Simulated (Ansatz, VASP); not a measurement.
## ZrB2 in VASP and in Ansatz

```xyz
3
Lattice="3.1650 0.0316 0.0316 -1.5551 2.7251 0.0116 0.0352 0.0352 3.5200" Properties=species:S:1:pos:R:3 pbc="T T T"
Zr    0.0000    0.0000    0.0000
B     0.0359    1.8449    1.7783
B     1.6092    0.9471    1.7850
```

Change from the starting cell: equal xy, yz and zx shear strains of +2 %, PAW files.

Alike in both runs: task electric field gradients; functional LDA; k mesh 12 × 12 × 9; occupations fermi-dirac, width 0.05 eV; no spin polarisation.

```csv
,VASP,Ansatz
version,VASP 6.6.1,Ansatz 0.2.0
potentials or method,"VASP PAW LDA potentials, release 64 (Zr_sv, B)","PAW with Ansatz's default frozen-core files, scalar-relativistic"
plane-wave cutoff (eV),520,420
valence electrons in the cell,18,18
```

|  | VASP | Ansatz | Ansatz less VASP |
| --- | --- | --- | --- |
| pressure (GPa) | -6.5 | -6.9 | -0.46 |
| traceless stress, the component that is largest in VASP (GPa) | -5.06 | -5.05 | +0.006 |
| rms of the force components (eV/Å) | 0.020 | 0.019 | -0.0003 |
| size of Vzz on the site where it differs most (V/Å²) | 57.3 | 59.0 | +1.78 |

LDA's correlation is that of Perdew and Zunger in VASP and of Perdew and Wang (1992) in Ansatz. Atom by atom the forces differ by 0.000 eV/Å (rms over components).
